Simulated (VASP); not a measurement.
# GdN (P6_3mc) in VASP: notebook

The runs below take GdN through single point, with PBEsol.

Program: VASP 6.6.1. These are calculated values, not measurements. Logs are shortened: lines on timing, memory, paths and dates and some standing lists are left out, and cuts for length are marked.

## Step 1: The cell of the first run

Symmetry: P6_3mc, No. 186, hexagonal system. The conventional cell has a = 4.022 Å, b = 4.022 Å, c = 4.988 Å, α = 90.00°, β = 90.00°, γ = 120.00°. Within 3.1 Å of Gd (site symmetry 3m) lie 5 N at 2.32 to 2.60 Å. N (site symmetry 3m) has 5 Gd at 2.32 to 2.60 Å within 3.1 Å.

## Step 2: Single point, PBEsol, collinear spin, ferromagnetic start

INCAR

```
PREC = Accurate ; ENCUT = 520
EDIFF = 1E-6 ; ISMEAR = 0
SIGMA = 0.05 ; LREAL = False
LASPH = True ; NELM = 150
ALGO = Normal ; ISIF = 2
LWAVE = False ; LCHARG = False
ISPIN = 2 ; MAGMOM = 7 7 0 0
LORBIT = 11 ; LMAXMIX = 6
GGA = PS ; NBANDS = 35
```

KPOINTS

```
Automatic mesh
0
Gamma
  10 10 6
```

POSCAR

```
GdN
1.0
    4.0217165255      0.0000000000      0.0000000000
   -2.0108582627      3.4829086779      0.0000000000
    0.0000000000      0.0000000000      4.9880968697
Gd N
2 2
Direct
    0.6666666667      0.3333333333      0.0516097873
    0.3333333333      0.6666666667      0.5516097873
    0.6666666667      0.3333333333      0.5735902127
    0.3333333333      0.6666666667      0.0735902127
```

Potentials or basis: VASP PAW PBE potentials, release 64 (Gd, N).

On the command line:

```bash
cat potpaw_PBE.64/Gd/POTCAR potpaw_PBE.64/N/POTCAR > POTCAR
mpirun -np 1 vasp_std > vasp.out
```

OUTCAR:

```text
PREC = Accurate
   ENCUT = 520
   EDIFF = 1E-6
   ISMEAR = 0
   LREAL = False
   LASPH = True
   NELM = 150
   ISIF = 2
   ISPIN = 2
   LORBIT = 11
   GGA = PS

 ion  position               nearest neighbor table
   1  0.667  0.333  0.052-   4 2.32   4 2.32   4 2.32   3 2.38   3 2.60   2 3.41   2 3.41   2 3.41
                             2 3.41   2 3.41   2 3.41
   2  0.333  0.667  0.552-   3 2.32   3 2.32   3 2.32   4 2.38   4 2.60   1 3.41   1 3.41   1 3.41
                             1 3.41   1 3.41   1 3.41
   3  0.667  0.333  0.574-   2 2.32   2 2.32   2 2.32   1 2.38   1 2.60
   4  0.333  0.667  0.074-   1 2.32   1 2.32   1 2.32   2 2.38   2 2.60

  LATTYP: Found a hexagonal cell.
 ALAT       =     4.0217165255
 C/A-ratio  =     1.2402905173

  Lattice vectors:

 A1 = (   4.0217165255,   0.0000000000,   0.0000000000)
 A2 = (  -2.0108582627,   3.4829086779,   0.0000000000)
 A3 = (   0.0000000000,   0.0000000000,   4.9880968697)

Analysis of symmetry for initial positions (statically):
=====================================================================
 Subroutine PRICEL returns:
 Original cell was already a primitive cell.

 Routine SETGRP: Setting up the symmetry group for a
 hexagonal supercell.

 Subroutine GETGRP returns: Found 12 space group operations
 (whereof  6 operations were pure point group operations)
 out of a pool of 24 trial point group operations.

The static configuration has the point symmetry C_3v.
 The point group associated with its full space group is C_6v.

Analysis of symmetry for dynamics (positions and initial velocities):
=====================================================================
 Subroutine PRICEL returns:
 Original cell was already a primitive cell.

 Routine SETGRP: Setting up the symmetry group for a
 hexagonal supercell.

 Subroutine GETGRP returns: Found 12 space group operations
 (whereof  6 operations were pure point group operations)
 out of a pool of 24 trial point group operations.

The dynamic configuration has the point symmetry C_3v.
 The point group associated with its full space group is C_6v.

Analysis of structural, dynamic, and magnetic symmetry:
=====================================================================
 Subroutine PRICEL returns:
 Original cell was already a primitive cell.

 Routine SETGRP: Setting up the symmetry group for a
 hexagonal supercell.

 Subroutine GETGRP returns: Found 12 space group operations
 (whereof  6 operations were pure point group operations)
 out of a pool of 24 trial point group operations.

The overall configuration has the point symmetry C_3v.
 The point group associated with its full space group is C_6v.

 Subroutine INISYM returns: Found 12 space group operations
 (whereof  6 operations are pure point group operations),
 and found     1 'primitive' translations

----------------------------------------------------------------------------------------

                                     Primitive cell

  volume of cell :      69.8696

  direct lattice vectors                    reciprocal lattice vectors
     4.021716525  0.000000000  0.000000000     0.248650046  0.143558171  0.000000000
    -2.010858263  3.482908678  0.000000000     0.000000000  0.287116342  0.000000000
     0.000000000  0.000000000  4.988096870     0.000000000  0.000000000  0.200477261

  length of vectors
     4.021716525  4.021716525  4.988096870     0.287116342  0.287116342  0.200477261

  position of ions in fractional coordinates (direct lattice)
     0.666666667  0.333333333  0.051609787
     0.333333333  0.666666667  0.551609787
     0.666666667  0.333333333  0.573590213
     0.333333333  0.666666667  0.073590213

  ion indices of the primitive-cell ions
   primitive index   ion index
                 1           1
                 2           2
                 3           3
                 4           4

----------------------------------------------------------------------------------------

 KPOINTS: Automatic mesh

Automatic generation of k-mesh.
 Grid dimensions read from file:
[... 25 lines left out ...]
  0.300000  0.000000  0.000000      6.000000
  0.400000  0.000000  0.000000      6.000000
  0.500000  0.000000  0.000000      3.000000
[... 16 lines left out ...]
  0.300000  0.100000  0.166667     24.000000
  0.400000  0.100000  0.166667     24.000000
 [... further k-points ...]
   k-points           NKPTS =     56   k-points in BZ     NKDIM =     56   number of bands    NBANDS=     35
   number of dos      NEDOS =    301   number of ions     NIONS =      4
   total plane-waves  NPLWV =  36000
   dimension x,y,z NGX =    30 NGY =   30 NGZ =   40
   dimension x,y,z NGXF=    60 NGYF=   60 NGZF=   80
   ions per type =               2   2
   NGX,Y,Z   is equivalent  to a cutoff of  12.40, 12.40, 13.33 a.u.
   NGXF,Y,Z  is equivalent  to a cutoff of  24.80, 24.80, 26.66 a.u.
 SYSTEM =  unknown system
   PREC   = accura    normal or accurate (medium, high low for compatibility)
   ISTART =      0    job   : 0-new  1-cont  2-samecut
   ICHARG =      2    charge: 1-file 2-atom 10-const
   ISPIN  =      2    spin polarized calculation?
   LNONCOLLINEAR =      F non collinear calculations
   LSORBIT =      F    spin-orbit coupling
   LASPH  =      T    aspherical Exc in radial PAW
   ENCUT  =  520.0 eV  38.22 Ry    6.18 a.u.   7.48  7.48  9.27*2*pi/ulx,y,z
   NELM   =    150;   NELMIN=  2; NELMDL= -5     # of ELM steps
   EDIFF  = 0.1E-05   stopping-criterion for ELM
   LREAL  =      F    real-space projection
   EDIFFG = 0.1E-04   stopping-criterion for IOM
   NSW    =      0    number of steps for IOM
   IBRION =     -1    ionic relax: 0-MD 1-quasi-New 2-CG
   NFREE  =      0    steps in history (QN), initial steepest desc. (CG)
   ISIF   =      2    stress and relaxation
   ISYM   =      2    0-nonsym 1-usesym 2-fastsym
   POTIM  = 0.5000    time-step for ionic-motion
   TEBEG  =    0.0;   TEEND  =   0.0 temperature during run
   PSTRESS=    0.0 pullay stress
   NELECT =      46.0000    total number of electrons
   NUPDOWN=      -1.0000    fix difference up-down
   EMIN   =  10.00;   EMAX   =-10.00  energy-range for DOS
   EFERMI =   0.00;   METHOD = LEGACY
   ISMEAR =     0;   SIGMA  =   0.05  broadening in eV -4-tet -1-fermi 0-gaus
   EFERMI_NEDOS =   21; number of points for ismear=-14 and -15
   IALGO  =     38    algorithm
   IMIX   =      4    mixing-type and parameters
     AMIX     =   0.40;   BMIX     =  1.00
     AMIX_MAG =   1.60;   BMIX_MAG =  1.00
  volume/ion in A,a.u.               =      17.47       117.88
  Fermi-wavevector in a.u.,A,eV,Ry     =   1.424179  2.691308 27.596511  2.028286
  Thomas-Fermi vector in A             =   2.544698
   LORBIT       =     11    0 simple, 1 ext, 2 COOP (PROOUT), +10 PAW based schemes
   GGA     = PS    functional components
   LHFCALC =     F    Hartree Fock is set to
   AEXX    =    0.0000 exact exchange contribution
   IVDW    =     0    specifies the selected vdW correction
   LEPSILON=     F    determine dielectric tensor
   LRPA    =     F    only Hartree local field effects (RPA)
 spin polarized calculation
 Gauss-broadening in eV      SIGMA  =   0.05
  energy-cutoff  :      520.00
  volume of cell :       69.87
 maximum number of plane-waves:      1902
 NGX is ok and might be reduce to    30
   NGX = 15   NGY = 15   NGZ = 19

 number of electron      46.0000003 magnetization       8.9878900

 number of electron      46.0000005 magnetization      14.0000056

 Free energy of the ion-electron system (eV)
  ---------------------------------------------------
  ext. energy  EPLUGINS =         0.00000000
  ---------------------------------------------------
  free energy    TOTEN  =       -47.68516672 eV

  energy without entropy =      -47.68516672  energy(sigma->0) =      -47.68516672

 E-fermi :   3.3182     XC(G=0): -10.9245

 val. band max:        3.1094626658   @ k =   0.0000   0.0000   0.0000
 cond. band min:       3.5262533913   @ k =   0.3000   0.3000   0.0000
 fundamental gap:      0.4167907255
 Fermi energy:         3.3181927290

 spin component 1

 k-point     1 :       0.0000    0.0000    0.0000
  band No.  band energies     occupation
      1     -40.6533      1.00000
      2     -40.5108      1.00000
      3     -18.6278      1.00000
      4     -18.1532      1.00000
      5     -18.1532      1.00000
      6     -17.8369      1.00000
[... 901 lines left out ...]
     34       7.7938      0.00000
     35       8.5189      0.00000

 [... further k-points ...]

 spin component 2

 k-point     1 :       0.0000    0.0000    0.0000
  band No.  band energies     occupation
      1     -37.5788      1.00000
      2     -37.3962      1.00000
      3     -16.6025      1.00000
      4     -16.0113      1.00000
      5     -16.0113      1.00000
      6     -15.6237      1.00000
[... 901 lines left out ...]
     34       8.6637      0.00000
     35       9.4915      0.00000

 [... further k-points ...]

------------------------ aborting loop because EDIFF is reached ----------------------------------------

  FORCE on cell =-STRESS in cart. coord.  units (eV):
  Direction    XX          YY          ZZ          XY          YZ          ZX
  --------------------------------------------------------------------------------------
  -------------------------------------------------------------------------------------
  Total        0.0727431      0.0727431      0.0225568      0.0000000      0.0000000      0.0000000
  in kB        1.6680689      1.6680689      0.5172486      0.0000000      0.0000000      0.0000000
  external PRESSURE =       1.2844621 kB  Pullay stress =       0.0000000 kB

 VOLUME and BASIS-vectors are now :
 -----------------------------------------------------------------------------
  energy-cutoff  :      520.00
  volume of cell :       69.87
      direct lattice vectors                 reciprocal lattice vectors
     4.021716525  0.000000000  0.000000000     0.248650046  0.143558171  0.000000000
    -2.010858263  3.482908678  0.000000000     0.000000000  0.287116342  0.000000000
     0.000000000  0.000000000  4.988096870     0.000000000  0.000000000  0.200477261

 POSITION                                       TOTAL-FORCE (eV/Angst)
 -----------------------------------------------------------------------------------
      2.01086      1.16097      0.25743        -0.000000      0.000000      0.005349
     -0.00000      2.32194      2.75148        -0.000000      0.000000      0.005349
      2.01086      1.16097      2.86112         0.000000      0.000000     -0.005349
     -0.00000      2.32194      0.36708         0.000000      0.000000     -0.005349
 -----------------------------------------------------------------------------------
    total drift:                               -0.000000     -0.000001      0.000192

  FREE ENERGIE OF THE ION-ELECTRON SYSTEM (eV)
  ---------------------------------------------------
  free  energy   TOTEN  =       -47.6851667182 eV

  energy  without entropy=      -47.6851667182  energy(sigma->0) =      -47.68516672

 total charge

# of ion       s       p       d       f       tot
--------------------------------------------------
    1        2.038   5.639   0.587   6.998  15.262
    2        2.038   5.639   0.587   6.998  15.262
    3        1.250   2.401   0.000   0.000   3.651
    4        1.250   2.401   0.000   0.000   3.651
--------------------------------------------------
tot          6.576  16.080   1.173  13.997  37.826

 magnetization (x)

# of ion       s       p       d       f       tot
--------------------------------------------------
    1       -0.002  -0.071   0.076   6.802   6.804
    2       -0.002  -0.071   0.076   6.802   6.804
    3       -0.008  -0.062   0.000   0.000  -0.069
    4       -0.008  -0.062   0.000   0.000  -0.069
--------------------------------------------------
tot         -0.020  -0.266   0.152  13.603  13.470
```

Run time: 20 min. Hardware: 1 thread of Intel Xeon Platinum 8559C (Emerald Rapids), shared host; peak memory 0.38 GiB.

Results:

| Item | Value |
| --- | --- |
| Free energy | -47.6852 eV |
| Pressure | 0.1 GPa |
| Largest force | 0.005 eV/Å |
| Band gap on the k mesh | 0.42 eV (least direct gap 0.83 eV) |
| Net moment | 14.00 μB per cell |
| Site moments | Gd +6.80; N -0.07 μB |
| Valence electrons inside the program's atomic spheres | Gd 15.26; N 3.65 |

Forces on the atoms (eV/Å):
```
Gd   0.000  0.000  0.005
Gd   0.000  0.000  0.005
N    0.000  0.000 -0.005
N    0.000  0.000 -0.005
```

Levels at points of the mesh, in eV from the valence-band top:
Spin up:
| k point | band 26 | band 27 | band 28 | band 29 | band 30 | band 31 | band 32 | band 33 | band 34 | band 35 |
| --- | --- | --- | --- | --- | --- | --- | --- | --- | --- | --- |
| (0.00, 0.00, 0.00) | -2.43 | -2.38 | -2.38 | -1.39 | 0.00 | 1.42 | 2.35 | 2.35 | 4.48 | 5.65 |
| (0.50, 0.00, 0.00) | -1.91 | -1.33 | -1.28 | -1.12 | -0.76 | 1.35 | 2.11 | 2.32 | 4.97 | 4.99 |
| (0.00, 0.00, 0.50) | -2.84 | -2.84 | -2.84 | -2.51 | -2.51 | 2.93 | 2.93 | 4.97 | 4.97 | 4.97 |
| (0.50, 0.00, 0.50) | -3.10 | -2.09 | -2.09 | -1.33 | -1.33 | 2.77 | 2.77 | 4.25 | 4.25 | 5.47 |
Spin down:
```
           k point  band 14  band 15  band 16  band 17  band 18  band 19
(0.00, 0.00, 0.00)    -2.27    -1.12    -1.05     0.83     1.73     1.73
(0.50, 0.00, 0.00)    -1.37    -1.36    -1.12     1.33     1.56     1.69
(0.00, 0.00, 0.50)    -2.73    -2.73    -2.73     1.57     1.57     1.78
(0.50, 0.00, 0.50)    -2.27    -1.43    -1.43     1.63     1.63     1.84
```

Caveat: the PAW data sets were made with another functional, which shifts forces and pressure a little; spin-orbit coupling is left out, which moves the levels of the heavy elements; semilocal functionals describe open f shells poorly, which spoils levels, moments and volumes. The state reached can hang on the start; a lower one may exist.

## Step 3: Single point, PBEsol, collinear spin, ferromagnetic start

INCAR

```
SYSTEM = GdN
  PREC = Accurate
  ENCUT = 520
  EDIFF = 1E-6
  ISMEAR = 0
  SIGMA = 0.05
  LREAL = .FALSE.
  LASPH = .TRUE.
  NELM = 150
  ALGO = Normal
  ISIF = 2
  LWAVE = .FALSE.
  LCHARG = .FALSE.
  ISPIN = 2
  MAGMOM = 7.48 7.48 0 0
  LORBIT = 11
  LMAXMIX = 6
  GGA = PS
  NBANDS = 35
```

KPOINTS

```
regular mesh
0
G
  10 10 6
  0 0 0
```

POSCAR is that of step 2.

Potentials or basis: VASP PAW PBE potentials, release 64 (Gd, N).

On the command line:

```bash
cat potpaw_PBE.64/Gd/POTCAR potpaw_PBE.64/N/POTCAR > POTCAR
mpirun -np 1 vasp_std > vasp.out
```

Wall time 26 min (1 thread of Intel Xeon Platinum 8559C (Emerald Rapids), shared host); peak memory 0.37 GiB.

It converged, with:

```
Free energy                                           : -47.6852 eV
Pressure                                              : 0.3 GPa
Largest force                                         : 0.005 eV/Å
Band gap on the k mesh                                : 0.42 eV (least direct gap 0.83 eV)
Net moment                                            : 14.00 μB per cell
Site moments                                          : Gd +6.80; N -0.07 μB
Valence electrons inside the program's atomic spheres : Gd 15.26; N 3.65
```

Forces on the atoms (eV/Å):
```
Gd   0.000  0.000  0.005
Gd   0.000  0.000  0.005
N    0.000  0.000 -0.005
N    0.000  0.000 -0.005
```

Stress tensor (GPa, compression positive):
```
0.32 0.00 0.00
0.00 0.32 0.00
0.00 0.00 0.20
```

Levels at points of the mesh, in eV from the valence-band top:
Spin up:
| k point | band 28 | band 29 | band 30 | band 31 | band 32 | band 33 |
| --- | --- | --- | --- | --- | --- | --- |
| (0.00, 0.00, 0.00) | -2.38 | -1.39 | 0.00 | 1.42 | 2.35 | 2.35 |
| (0.50, 0.00, 0.00) | -1.28 | -1.12 | -0.76 | 1.35 | 2.11 | 2.33 |
| (0.00, 0.00, 0.50) | -2.84 | -2.51 | -2.51 | 2.93 | 2.93 | 4.97 |
| (0.50, 0.00, 0.50) | -2.09 | -1.33 | -1.33 | 2.77 | 2.77 | 4.25 |
Spin down:
```tsv
k point	band 13	band 14	band 15	band 16	band 17	band 18	band 19	band 20
(0.00, 0.00, 0.00)	-2.27	-2.27	-1.12	-1.05	0.83	1.73	1.73	1.82
(0.50, 0.00, 0.00)	-1.58	-1.37	-1.36	-1.12	1.33	1.56	1.69	1.94
(0.00, 0.00, 0.50)	-2.73	-2.73	-2.73	-2.73	1.57	1.57	1.78	1.78
(0.50, 0.00, 0.50)	-2.27	-2.27	-1.43	-1.43	1.63	1.63	1.84	1.84
```

Caveat: the PAW data sets were made with another functional, which shifts forces and pressure a little; spin-orbit coupling is left out, which moves the levels of the heavy elements; semilocal functionals describe open f shells poorly, which spoils levels, moments and volumes.
